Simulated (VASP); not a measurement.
The system is SnSe.

```
Sn Se
1.0
     0.00000    2.98489    2.98489
     2.98489    0.00000    2.98489
     2.98489    2.98489    0.00000
Sn Se
1 1
Direct
  0.00000 0.00000 0.00000
  0.50000 0.50000 0.50000
```

Base run:

| Property | Result |
| --- | --- |
| Program | VASP 6.6.1 |
| Functional | PBE |
| Potentials or basis | VASP PAW PBE potentials, release 64 (Sn_d, Se) |
| Cutoff | 520 eV |
| k mesh | 6 × 6 × 6 |
| Occupations | gaussian, width 0.01 eV |
| Spin | no spin polarisation |

Its results: band gap on the k mesh 0.69 eV; pressure 2.0 GPa.

Question: After a change of settings the same cell gave: band gap on the k mesh 0.83 eV; pressure -2.5 GPa. Which change was it?
A. functional from PBE to PBE-based screened hybrid with 50 % exact exchange; k mesh from 6 × 6 × 6 to 4 × 4 × 4
B. functional from PBE to PBE-based screened hybrid with 30 % exact exchange; k mesh from 6 × 6 × 6 to 4 × 4 × 4
C. functional from PBE to PBE-based screened hybrid with 35 % exact exchange; k mesh from 6 × 6 × 6 to 4 × 4 × 4
D. functional from PBE to HSE06; k mesh from 6 × 6 × 6 to 4 × 4 × 4

Answer: A.

Caveats: some runs use coarse meshes; spin-orbit coupling is left out, which moves the levels of the heavy elements; semilocal functionals underestimate gaps, and a narrow one can read as zero (at least some runs); the PAW data sets were made with another functional, which shifts forces and pressure a little (at least some runs).
